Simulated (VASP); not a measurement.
# Sc2NbAl3V6N12 (P1) in VASP: further runs, part 2 of 2

VASP 6.6.1. Earlier steps stand in the parts before.

## Step 4: Single point, PBE

INCAR reads:

```
PREC = Accurate
ENCUT = 520
EDIFF = 1E-6
ISMEAR = 0
SIGMA = 0.1
LREAL = Auto
LASPH = True
NELM = 100
ALGO = Normal
ISIF = 2
LWAVE = False
LCHARG = True
GGA = PE
LELF = True
LVHAR = True
NBANDS = 109
ISYM = 0
```

KPOINTS reads:

```
Automatic mesh
0
Gamma
  3 3 2
  0 0 0.5
```

POSCAR reads:

```
Sc2NbAl3V6N12
1.0
   -4.1751563127     -4.1875015416      0.0045743564
   -0.0459802764      4.2289074616      4.2196996879
   -4.2102500634      4.2271696487     -4.1719815987
N Al Sc V Nb
12 3 2 6 1
Direct
    0.1734116281      0.3459563131      0.8372200463
    0.6704615932      0.3372624697      0.8392723296
    0.4867199210      0.4903252076      0.4935677403
    1.0108722515      0.5053165022      0.4854965835
    0.3309692923      0.6520772560      0.1738665164
    0.8215308149      0.6537681542      0.1665061890
    0.1745227663      0.8276694329      0.8240022453
    0.6467206932      0.8129367803      0.8369327081
    0.4915965761     -0.0063249408      0.4913054069
    0.0135032167      0.0111520719      0.4865621042
    0.3394574611      0.1885835957      0.1831267821
    0.8472222377      0.1833209918      0.1768783911
    0.6668156899      0.3302270732      0.3447622184
    0.1692907325      0.3417949523      0.3366108218
    0.3367082298      0.6681333902      0.6475014333
    0.8341133225      0.1632639851      0.6702422949
    0.8330147379      0.6689194394      0.6611369244
    0.0136018193     -0.0044300129      1.0073059874
    0.3277528398      0.1599091354      0.6830744306
    0.4778121560      0.4588998119      0.9894464361
    0.0149962645      0.5393256693      1.0078670289
    0.6871913419      0.8356995422      0.3153430078
    0.1651740559      0.8506359122      0.3114170662
    0.4924942970      0.9980001326      0.0091018741
```

Potentials or basis: VASP PAW PBE potentials, release 64 (N, Al, Sc_sv, V_sv, Nb_sv).

On the command line:

```console
cat potpaw_PBE.64/N/POTCAR potpaw_PBE.64/Al/POTCAR potpaw_PBE.64/Sc_sv/POTCAR potpaw_PBE.64/V_sv/POTCAR potpaw_PBE.64/Nb_sv/POTCAR > POTCAR
mpirun -np 1 vasp_std > vasp.out
```

OUTCAR:

```text
PREC = Accurate
   ENCUT = 520
   EDIFF = 1E-6
   ISMEAR = 0
   LREAL = Auto
   LASPH = True
   NELM = 100
   ISIF = 2
   GGA = PE
   ISYM = 0

 ion  position               nearest neighbor table
   1  0.173  0.346  0.837-  20 1.93  19 2.09  16 2.13  15 2.16  18 2.19  21 2.21
   2  0.670  0.337  0.839-  20 1.97  19 2.10  16 2.14  24 2.14  17 2.14  21 2.17
   3  0.487  0.490  0.494-  14 1.99  15 2.03  13 2.06  17 2.16  19 2.19  22 2.21
   4  0.011  0.505  0.485-  14 1.99  13 2.05  15 2.05  17 2.18  23 2.19  16 2.22
   5  0.331  0.652  0.174-  14 1.99  21 2.04  22 2.10  23 2.13  24 2.15  20 2.22
   6  0.822  0.654  0.167-  22 1.97  21 1.98  23 2.07  13 2.11  18 2.11  20 2.20
   7  0.175  0.828  0.824-  19 2.00  21 2.00  15 2.10  17 2.12  24 2.12  18 2.16
[... 1174 lines left out ...]
  external PRESSURE =       5.3937250 kB  Pullay stress =       0.0000000 kB

 VOLUME and BASIS-vectors are now :
 -----------------------------------------------------------------------------
  energy-cutoff  :      520.00
  volume of cell :      223.41
      direct lattice vectors                 reciprocal lattice vectors
    -4.175156313 -4.187501542  0.004574356    -0.158809135 -0.080378829  0.078823747
    -0.045980276  4.228907462  4.219699688    -0.078109611  0.078051833  0.157910412
    -4.210250063  4.227169649 -4.171981599    -0.079177135  0.078856440 -0.079891271

 POSITION                                       TOTAL-FORCE (eV/Angst)
 -----------------------------------------------------------------------------------
     -4.26483      4.27593     -2.03224        -0.020122      0.012112      0.021757
     -6.34834      2.16644     -2.07522        -0.015520      0.020393     -0.054070
     -4.13272      2.12179      0.01210         0.051108     -0.008289     -0.001947
     -2.11269      4.14369      0.10685        -0.003376     -0.042262      0.021039
     -2.14385      2.10660      2.02772        -0.005459     -0.007916     -0.000049
     -4.16111      0.02841      2.06780         0.016464     -0.014851     -0.021734
[... 16 lines left out ...]
     -2.03988      4.22201      2.29096        -0.039916     -0.013347     -0.045409
     -2.14045      2.19660      4.17554        -0.012627     -0.024732      0.000692
 -----------------------------------------------------------------------------------
    total drift:                                0.016109      0.009933     -0.000612

  FREE ENERGIE OF THE ION-ELECTRON SYSTEM (eV)
  ---------------------------------------------------
  free  energy   TOTEN  =      -215.5815345075 eV

  energy  without entropy=     -215.5446547792  energy(sigma->0) =     -215.56309464
```

OSZICAR:

```text
N       E                     dE             d eps       ncg     rms          rms(c)
DAV:   1     0.289243329602E+04    0.28924E+04   -0.92776E+04  1962   0.186E+03
DAV:   2     0.219267610537E+03   -0.26732E+04   -0.26157E+04  1962   0.630E+02
DAV:   3    -0.219952413171E+03   -0.43922E+03   -0.42250E+03  2922   0.233E+02
[... 17 lines left out ...]
DAV:  21    -0.215581538323E+03   -0.61308E-05   -0.32716E-04  2844   0.742E-02    0.417E-02
DAV:  22    -0.215581546653E+03   -0.83297E-05   -0.99350E-05  3212   0.438E-02    0.414E-02
DAV:  23    -0.215581534724E+03    0.11928E-04   -0.54846E-05  2660   0.309E-02    0.109E-02
DAV:  24    -0.215581536249E+03   -0.15251E-05   -0.87862E-06  2012   0.152E-02    0.170E-02
DAV:  25    -0.215581534626E+03    0.16239E-05   -0.55415E-06  1604   0.114E-02    0.431E-03
DAV:  26    -0.215581534507E+03    0.11804E-06   -0.81815E-07  1324   0.554E-03
   1 F= -.21558153E+03 E0= -.21556309E+03  d E =-.368797E-01
```

Wall time 11 min (1 thread of Intel Xeon Platinum 8488C (Sapphire Rapids), shared host); peak memory 0.43 GiB.

Results:

```yaml
Free_energy: -215.5815 eV
Pressure: 0.5 GPa
Largest_force: 0.073 eV/Å
Band_gap_on_the_k_mesh: zero (bands 91 and 92 overlap by 0.29 eV)
```

Forces on the atoms (eV/Å):
```
N   -0.020  0.012  0.022
N   -0.016  0.020 -0.054
N    0.051 -0.008 -0.002
N   -0.003 -0.042  0.021
N   -0.005 -0.008  0.000
N    0.016 -0.015 -0.022
N   -0.056 -0.016  0.002
N    0.003  0.058 -0.028
N    0.037  0.000  0.001
N    0.005 -0.026  0.047
N   -0.021 -0.009  0.002
N    0.005  0.017  0.011
Al   0.003  0.006  0.003
Al  -0.001 -0.004  0.005
Al  -0.001  0.003 -0.003
Sc   0.013 -0.006  0.007
Sc   0.004  0.000  0.005
V    0.036  0.023  0.003
V    0.009 -0.017  0.025
V   -0.040  0.049  0.037
V    0.028 -0.029 -0.031
V    0.005  0.030 -0.006
V   -0.040 -0.013 -0.045
Nb  -0.013 -0.025  0.001
```

Caveat: the k points lie up to 0.43 Å⁻¹ apart; the run has no spin polarisation, though such a crystal can be magnetic. With open d or f shells a metallic result of PBE can be an artefact of self-interaction; +U or a hybrid may open a gap.

## Step 5: Overview

```csv
cell,gap on the mesh (eV),pressure (GPa),largest force (eV/Å)
"a = 5.940, b = 5.946, c = 7.234 Å, angles 90.1, 90.1, 119.2°, 24 atoms, atomic positions A",none,0.5,0.07
"a = 6.018, b = 5.937, c = 7.227 Å, angles 89.9, 89.9, 120.3°, 24 atoms, atomic positions B",none,0.6,0.07
"a = 5.913, b = 5.974, c = 7.280 Å, angles 89.4, 90.2, 119.7°, 24 atoms, atomic positions C",none,0.5,0.07
```

Alike in all rows: task single point; level PBE; potentials or basis VASP PAW PBE potentials, release 64 (N, Al, Sc_sv, V_sv, Nb_sv); no spin polarisation; k mesh 3 × 3 × 2, shifted; cutoff (eV) 520; smearing gaussian 0.1 eV.

Caveats: all runs use coarse meshes; the run has no spin polarisation, though such a crystal can be magnetic.

Total energies depend on the potentials used, so only differences within one code and one set of settings carry meaning.
